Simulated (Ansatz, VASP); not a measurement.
**MgB2 in VASP and in Ansatz**

```
CELL_PARAMETERS angstrom
1.40667 0.81214 4.24850
-1.40667 0.81214 4.24850
0.00000 -1.62428 4.24850
ATOMIC_POSITIONS crystal
Mg 0.00000 0.00000 0.00000
B 0.75000 0.75000 0.75000
B 0.25000 0.25000 0.25000
```

Alike in both runs: task relaxation of cell and atoms; functional PBE; k mesh 6 × 6 × 6; occupations gaussian, width 0.1 eV; no spin polarisation.

```csv
,VASP,Ansatz
version,VASP 6.6.1,Ansatz 0.2.0
potentials or method,"VASP PAW PBE potentials, release 64 (Mg, B), cutoff 600 eV","scalar-relativistic, plane waves, PAW"
valence electrons in the cell,8,16
```

Ansatz gave:

```
gap on the k mesh at the Fermi level, each at its own relaxed structure (eV) : none
relaxed volume (Å³/atom)                                                     : 11.13
relaxed cell length with the largest relative difference (Å)                 : 4.528
```

**Question.** Which values does VASP return?

**Answer.** gap on the k mesh at the Fermi level, each at its own relaxed structure (eV): none; relaxed volume (Å³/atom): 11.11; relaxed cell length with the largest relative difference (Å): 4.525.

A gap of «none» marks a metal or a gap that the smearing closes. VASP's potentials hold 8 valence electrons a cell and Ansatz's 16, so a difference there can come from the potentials and not from the codes.

The k mesh is coarse, so the values compare programs but aren't converged.
